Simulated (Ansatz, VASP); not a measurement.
C: VASP beside Ansatz

POSCAR

```
C
1.0
    1.6668791194      0.0000000000      0.0000000000
   -0.8334395597      1.4435596624      0.0000000000
    0.0000000000      0.0000000000      6.6807120303
C
2
Direct
    0.3333333333      0.6666666667      0.2500000000
    0.6666666667      0.3333333333      0.7500000000
```

INCAR.step1

```
SYSTEM = C
ALGO = Normal
EDIFF = 1E-5
ENCUT = 660
GGA = PE
GGA_COMPAT = .False.
ISMEAR = -1
LASPH = .True.
LCHARG = .False.
LREAL = .False.
LWAVE = .True.
NBANDS = 11
NELM = 120
PREC = Accurate
SIGMA = 0.1
```

Contents of INCAR.step2:

```
SYSTEM = C
ALGO = Normal
EDIFF = 1E-6
ENCUT = 660
GGA_COMPAT = .False.
ISIF = 2
ISMEAR = -1
ISTART = 1
LASPH = .True.
LCHARG = .False.
LMIXTAU = .True.
LREAL = .False.
LWAVE = .False.
METAGGA = R2SCAN
NBANDS = 11
NELM = 120
PREC = Accurate
SIGMA = 0.1
```

KPOINTS

```
k-points
0
Gamma
  23 23 5
  0 0 0
```

Input for Ansatz:

```yaml
crystal:
  lattice:
    - [1.6668791194, 0.0, 0.0]
    - [-0.8334395597, 1.4435596624, 0.0]
    - [0.0, 0.0, 6.6807120303]
  atoms:
    - { symbol: C, position: [0.3333333333, 0.6666666667, 0.25] }
    - { symbol: C, position: [0.6666666667, 0.3333333333, 0.75] }
hamiltonian:
  xc: r2scan
  pseudopotentials:
    kind: paw
    azcp:
      C: "pseudopotentials/C.paw.azcp"
basis:
  ecutwfc: 500
  fft_grid_basis: typed
kpoints:
  mp_grid: { grid: [23, 23, 5], shift: [0, 0, 0] }
magnetization:
  spin_polarized: false
scf:
  occupations: { method: fermi_dirac, width: 0.1 }
  lower_state_search: "off"
output:
  stress: true
  write_density: true
  write_potential: true
  elf: true
  volumetric_format: npy
```

Alike in both runs: task single point; functional r2SCAN; k mesh 23 × 23 × 5; occupations fermi-dirac, width 0.1 eV; no spin polarisation.

|  | VASP | Ansatz |
| --- | --- | --- |
| version | VASP 6.6.1 | Ansatz 0.2.0 |
| potentials or method | VASP PAW PBE potentials, release 64 (C), cutoff 660 eV | plane waves (500 eV) with PAW, scalar-relativistic |
| valence electrons in the cell | 8 | 8 |

|  | VASP | Ansatz | Ansatz less VASP |
| --- | --- | --- | --- |
| pressure (GPa) | 14.0 | 14.2 | +0.22 |
| traceless stress, the component that is largest in VASP (GPa) | -14.71 | -14.53 | +0.188 |

VASP's potentials were made for PBE, not for r2SCAN.
